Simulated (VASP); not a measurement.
Write the native input for VASP 6.6.1 that does the following.

- Task: single point
- Functional: r2SCAN
- Potentials or basis: VASP PAW PBE potentials, release 64 (Ta_pv, N)
- Cutoff: 520 eV
- k mesh: 18 × 18 × 18
- Occupations: gaussian, width 0.15 eV
- Spin: no spin polarisation
- Dipole correction: no
- Further INCAR settings: ALGO = Normal; EDIFF = 1e-07; NBANDS = 15

Crystal: TaN.

```
Ta N
1.0
     0.00000    2.17900    2.17900
     2.17900    0.00000    2.17900
     2.17900    2.17900    0.00000
Ta N
1 1
Direct
  0.50000 0.50000 0.50000
  0.00000 0.00000 0.00000
```

These files were run (other wordings do the same):

POSCAR

```
TaN
1.0
    0.0000000000      2.1790000000      2.1790000000
    2.1790000000      0.0000000000      2.1790000000
    2.1790000000      2.1790000000      0.0000000000
Ta N
1 1
Direct
    0.5000000000      0.5000000000      0.5000000000
    0.0000000000      0.0000000000      0.0000000000
```

INCAR.step1

```
ALGO = Normal
EDIFF = 1E-4
ENCUT = 520
GGA = PE
ISMEAR = 0
LASPH = T
LCHARG = F
LREAL = F
LWAVE = T
NBANDS = 15
NELM = 80
PREC = Accurate
SIGMA = 0.15
```

INCAR.step2

```
ALGO = Normal
EDIFF = 1E-7
ENCUT = 520
ISIF = 2
ISMEAR = 0
ISTART = 1
LASPH = T
LCHARG = F
LMIXTAU = T
LREAL = F
LWAVE = F
METAGGA = R2SCAN
NBANDS = 15
NELM = 80
PREC = Accurate
SIGMA = 0.15
```

KPOINTS

```
k-points
0
Gamma
  18 18 18
```

Potentials or basis: VASP PAW PBE potentials, release 64 (Ta_pv, N).

Command:

```bash
$ cat potpaw_PBE.64/Ta_pv/POTCAR potpaw_PBE.64/N/POTCAR > POTCAR
$ cp INCAR.step1 INCAR
$ mpirun -np 1 vasp_std > vasp.out
$ cp INCAR.step2 INCAR
$ mpirun -np 1 vasp_std > vasp.out
```

It gave:

The pressure is 11.9 GPa and the band gap on the k mesh is zero (band 8 reaches 11.94 eV, above the bottom of band 9 at 7.68 eV).

Caveat: the PAW data sets were made with another functional, which shifts forces and pressure a little; spin-orbit coupling is left out, which moves the levels of the heavy elements.

It took 60 s on 1 thread of Intel(R) Xeon(R) 6975P-C (Granite Rapids), on a shared host, peak memory 0.19 GiB.
